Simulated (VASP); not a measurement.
# BaSi3 (Pm-3m) in VASP: a series of runs, part 2 of 2

VASP 6.6.1. Earlier steps stand in the parts before.

**3. Single point, PBE (volume scaled by 0.960)**

Contents of INCAR:

```
SYSTEM = BaSi3
ALGO = Normal
EDIFF = 1E-6
ENCUT = 520
GGA = PE
ISIF = 2
ISMEAR = 0
LASPH = .TRUE.
LCHARG = .FALSE.
LREAL = .FALSE.
LWAVE = .FALSE.
NBANDS = 19
NELM = 100
PREC = Accurate
SIGMA = 0.05
```

Contents of KPOINTS:

```
k-points
0
G
  8 8 8
  0 0 0
```

Contents of POSCAR:

```
BaSi3
1.0
    4.4265741566      0.0000000000      0.0000000000
    0.0000000000      4.4265741566      0.0000000000
    0.0000000000      0.0000000000      4.4265741566
Ba Si
1 3
Direct
    0.0000000000      0.0000000000      0.0000000000
    0.0000000000      0.5000000000      0.5000000000
    0.5000000000      0.5000000000      0.0000000000
    0.5000000000      0.0000000000      0.5000000000
```

Potentials or basis: VASP PAW PBE potentials, release 64 (Ba_sv, Si).

Command:

```sh
$ cat potpaw_PBE.64/Ba_sv/POTCAR potpaw_PBE.64/Si/POTCAR > POTCAR
$ mpirun -np 1 vasp_std > vasp.out
```

OUTCAR:

```text
SYSTEM = BaSi3
   EDIFF = 1E-6
   ENCUT = 520
   GGA = PE
   ISIF = 2
   ISMEAR = 0
   LASPH = .TRUE.
   LREAL = .FALSE.
   NELM = 100
   PREC = Accurate

 ion  position               nearest neighbor table
   1  0.000  0.000  0.000-   2 3.13   3 3.13   4 3.13   2 3.13   4 3.13   2 3.13   3 3.13   2 3.13
                             3 3.13   4 3.13   4 3.13   3 3.13
   2  0.000  0.500  0.500-   1 3.13   3 3.13   4 3.13   1 3.13   3 3.13   1 3.13   4 3.13   1 3.13
                             3 3.13   4 3.13   3 3.13   4 3.13
   3  0.500  0.500  0.000-   1 3.13   2 3.13   4 3.13   2 3.13   4 3.13   1 3.13   4 3.13   4 3.13
                             1 3.13   2 3.13   2 3.13   1 3.13
   4  0.500  0.000  0.500-   1 3.13   2 3.13   3 3.13   1 3.13   3 3.13   2 3.13   3 3.13   3 3.13
                             1 3.13   2 3.13   1 3.13   2 3.13

  LATTYP: Found a simple cubic cell.
 ALAT       =     4.4265741566

  Lattice vectors:

 A1 = (   4.4265741566,   0.0000000000,   0.0000000000)
 A2 = (   0.0000000000,   4.4265741566,   0.0000000000)
 A3 = (   0.0000000000,   0.0000000000,   4.4265741566)

Analysis of symmetry for initial positions (statically):
=====================================================================
 Subroutine PRICEL returns:
[... 172 lines left out ...]
  free energy    TOTEN  =       -16.51937712 eV

  energy without entropy =      -16.51671638  energy(sigma->0) =      -16.51804675

 E-fermi :   5.6821     XC(G=0): -10.1497

 val. band max:        5.6696725331   @ k =   0.3750   0.1250   0.0000
 cond. band min:       5.6940907920   @ k =   0.5000   0.1250   0.0000
 fundamental gap:      0.0244182589
 Fermi energy:         5.6820834688

 k-point     1 :       0.0000    0.0000    0.0000
  band No.  band energies     occupation
      1     -20.8081      2.00000
      2      -6.3433      2.00000
      3      -6.3433      2.00000
      4      -6.3433      2.00000
      5      -4.3385      2.00000
      6       0.4957      2.00000
[... 505 lines left out ...]
      6      -0.7331      2.00000
[... 11 lines left out ...]
     18      11.9181      0.00000
     19      12.5017      0.00000

 [... further k-points ...]
[... 5 lines left out ...]
  --------------------------------------------------------------------------------------
  -------------------------------------------------------------------------------------
  Total        1.7523705      1.7523705      1.7523705      0.0000000      0.0000000     -0.0000000
  in kB       32.3692980     32.3692980     32.3692980      0.0000000      0.0000000     -0.0000000
  external PRESSURE =      32.3692980 kB  Pullay stress =       0.0000000 kB

 VOLUME and BASIS-vectors are now :
 -----------------------------------------------------------------------------
  energy-cutoff  :      520.00
  volume of cell :       86.74
      direct lattice vectors                 reciprocal lattice vectors
     4.426574157  0.000000000  0.000000000     0.225908336  0.000000000  0.000000000
     0.000000000  4.426574157  0.000000000     0.000000000  0.225908336  0.000000000
     0.000000000  0.000000000  4.426574157     0.000000000  0.000000000  0.225908336

 POSITION                                       TOTAL-FORCE (eV/Angst)
 -----------------------------------------------------------------------------------
      0.00000      0.00000      0.00000         0.000000      0.000000      0.000000
      0.00000      2.21329      2.21329         0.000000      0.000000      0.000000
      2.21329      2.21329      0.00000         0.000000      0.000000      0.000000
      2.21329      0.00000      2.21329         0.000000      0.000000      0.000000
 -----------------------------------------------------------------------------------
    total drift:                               -0.000000     -0.000000     -0.000000

  FREE ENERGIE OF THE ION-ELECTRON SYSTEM (eV)
  ---------------------------------------------------
  free  energy   TOTEN  =       -16.5193771195 eV

  energy  without entropy=      -16.5167163797  energy(sigma->0) =      -16.51804675
```

OSZICAR:

```text
N       E                     dE             d eps       ncg     rms          rms(c)
DAV:   1     0.777025235614E+02    0.77703E+02   -0.94062E+03  1330   0.101E+03
DAV:   2    -0.115023276200E+02   -0.89205E+02   -0.86097E+02  1694   0.163E+02
DAV:   3    -0.167352989623E+02   -0.52330E+01   -0.51308E+01  1770   0.361E+01
DAV:   4    -0.168639228387E+02   -0.12862E+00   -0.12846E+00  1838   0.559E+00
DAV:   5    -0.168659065789E+02   -0.19837E-02   -0.19834E-02  1806   0.590E-01    0.954E+00
DAV:   6    -0.165782277408E+02    0.28768E+00   -0.38634E-01  1712   0.249E+00    0.523E+00
DAV:   7    -0.165212369343E+02    0.56991E-01   -0.30708E-01  1710   0.238E+00    0.847E-01
DAV:   8    -0.165192113431E+02    0.20256E-02   -0.31557E-02  1570   0.107E+00    0.196E-01
DAV:   9    -0.165193582836E+02   -0.14694E-03   -0.11578E-03  1599   0.192E-01    0.911E-02
DAV:  10    -0.165193782351E+02   -0.19952E-04   -0.92120E-05  1764   0.601E-02    0.353E-02
DAV:  11    -0.165193775257E+02    0.70944E-06   -0.29560E-05  1660   0.376E-02    0.112E-02
DAV:  12    -0.165193771195E+02    0.40615E-06   -0.18288E-06  1353   0.709E-03
   1 F= -.16519377E+02 E0= -.16518047E+02  d E =-.266074E-02
```

stdout:

```text
POSCAR found type information on POSCAR BaSi
 POSCAR found :  2 types and       4 ions
 scaLAPACK will be used
 LDA part: xc-table for (Slater+PW92), standard interpolation
 POSCAR, INCAR and KPOINTS ok, starting setup
 FFT: planning ... GRIDC
 FFT: planning ... GRID_SOFT
 FFT: planning ... GRID
 WAVECAR not read
 entering main loop
```

Run time: 17 s. Hardware: 1 thread of Intel Xeon 6975P-C (Granite Rapids), shared host; peak memory 0.23 GiB.

Results:

| Item | Value |
| --- | --- |
| Free energy | -16.5194 eV |
| Pressure | 3.2 GPa |
| Band gap on the k mesh | zero (band 11 reaches 7.39 eV, above the bottom of band 12 at 5.37 eV) |

Caveat: the cell differs from its parent crystal (volume scaled by 0.960); spin-orbit coupling is left out, which moves the levels of the heavy elements.

**4. Single point, PBE (volume scaled by 0.980)**

Contents of INCAR:

```
ALGO     = Normal         # electronic algorithm
EDIFF    = 1E-7           # SCF threshold, eV
ENCUT    = 520            # plane-wave cutoff, eV
GGA      = PE             # functional
ISIF     = 2              # what is computed and relaxed
ISMEAR   = 0              # smearing method
LASPH    = T              # aspherical terms in the spheres
LCHARG   = F              # write CHGCAR
LREAL    = F              # projectors in reciprocal space
LWAVE    = F              # write WAVECAR
NBANDS   = 19             # bands
NELM     = 80             # most SCF steps
PREC     = Accurate       # precision mode
SIGMA    = 0.05           # smearing width, eV
```

Contents of KPOINTS:

```
k-points
0
Gamma
  8 8 8
```

Contents of POSCAR:

```
BaSi3
1.0
    4.4571032190      0.0000000000      0.0000000000
    0.0000000000      4.4571032190      0.0000000000
    0.0000000000      0.0000000000      4.4571032190
Ba Si
1 3
Direct
    0.0000000000      0.0000000000      0.0000000000
    0.0000000000      0.5000000000      0.5000000000
    0.5000000000      0.5000000000      0.0000000000
    0.5000000000      0.0000000000      0.5000000000
```

Command:

```sh
$ cat potpaw_PBE.64/Ba_sv/POTCAR potpaw_PBE.64/Si/POTCAR > POTCAR
$ mpirun -np 1 vasp_std > vasp.out
```

It took 20 s on 1 thread of Intel Xeon 6975P-C (Granite Rapids), shared host; peak memory 0.23 GiB.

Results (log left out):

- Free energy: -16.5486 eV
- Pressure: 2.0 GPa
- Band gap on the k mesh: zero (band 11 reaches 7.18 eV, above the bottom of band 12 at 5.18 eV)

Levels at points of the mesh, in eV from the Fermi level:
```tsv
k point	band 8	band 9	band 10	band 11	band 12	band 13	band 14	band 15
(0.00, 0.00, 0.00)	-1.87	-1.87	-1.87	1.69	1.69	1.69	2.83	2.83
(0.50, 0.00, 0.00)	-2.44	-2.44	-1.70	0.53	0.53	1.03	1.20	3.23
(0.50, 0.50, 0.00)	-3.61	-1.18	-1.18	-0.60	-0.18	1.31	1.31	3.68
(0.50, 0.50, 0.50)	-4.53	-1.37	-1.37	-1.37	4.41	4.99	4.99	4.99
```

Caveat: the cell differs from its parent crystal (volume scaled by 0.980); spin-orbit coupling is left out, which moves the levels of the heavy elements.

**5. Single point, PBE**

This run uses another cell than the first one, of 22.59 Å³/atom, 1.058 times its volume.

Contents of INCAR:

```
SYSTEM = BaSi3
ALGO = Normal
EDIFF = 1E-6
ENCUT = 520
GGA = PE
ISIF = 2
ISMEAR = 0
LASPH = .True.
LCHARG = .True.
LELF = .True.
LREAL = .False.
LVHAR = .True.
LWAVE = .False.
NBANDS = 19
NELM = 100
PREC = Accurate
SIGMA = 0.05
```

Contents of KPOINTS:

```
k-points
0
Gamma
  8 8 8
  0 0 0
```

Contents of POSCAR:

```
BaSi3
1.0
    4.4872196948      0.0000000000      0.0000000000
    0.0000000000      4.4872196948      0.0000000000
    0.0000000000      0.0000000000      4.4872196948
Ba Si
1 3
Direct
    0.0000000000      0.0000000000      0.0000000000
    0.0000000000      0.5000000000      0.5000000000
    0.5000000000      0.5000000000      0.0000000000
    0.5000000000      0.0000000000      0.5000000000
```

Command:

```sh
$ cat potpaw_PBE.64/Ba_sv/POTCAR potpaw_PBE.64/Si/POTCAR > POTCAR
$ mpirun -np 1 vasp_std > vasp.out
```

Run time: 18 s. Hardware: 1 thread of Intel Xeon 6975P-C (Granite Rapids), shared host; peak memory 0.23 GiB.

It converged, with:

- Free energy: -16.5642 eV
- Pressure: 0.8 GPa
- Band gap on the k mesh: zero (band 11 reaches 6.98 eV, above the bottom of band 12 at 5.00 eV)

Levels at points of the mesh, in eV from the Fermi level:
```
           k point  band 7  band 8  band 9  band 10  band 11  band 12  band 13  band 14  band 15  band 16
(0.00, 0.00, 0.00)   -5.16   -1.84   -1.84    -1.84     1.68     1.68     1.68     2.86     2.86     2.86
(0.50, 0.00, 0.00)   -4.42   -2.37   -2.37    -1.63     0.52     0.52     1.02     1.13     3.19     3.19
(0.50, 0.50, 0.00)   -6.06   -3.54   -1.12    -1.12    -0.60    -0.14     1.27     1.27     3.63     4.70
(0.50, 0.50, 0.50)   -6.99   -4.42   -1.39    -1.39    -1.39     4.34     4.89     4.89     4.89     5.38
```

Caveat: spin-orbit coupling is left out, which moves the levels of the heavy elements.

**6. Summary**

```csv
cell,gap on the mesh (eV),pressure (GPa)
"a = 4.403 Å, 4 atoms",none,4.3
"a = 4.427 Å, 4 atoms",none,3.2
"a = 4.457 Å, 4 atoms",none,2.0
"a = 4.487 Å, 4 atoms",none,0.8
```

Alike in all rows: task single point; level PBE; potentials or basis VASP PAW PBE potentials, release 64 (Ba_sv, Si); no spin polarisation; k mesh 8 × 8 × 8; cutoff (eV) 520; smearing gaussian 0.05 eV.

Caveats: spin-orbit coupling is left out, which moves the levels of the heavy elements.

Total energies depend on the potentials used, so only differences within one code and one set of settings carry meaning.
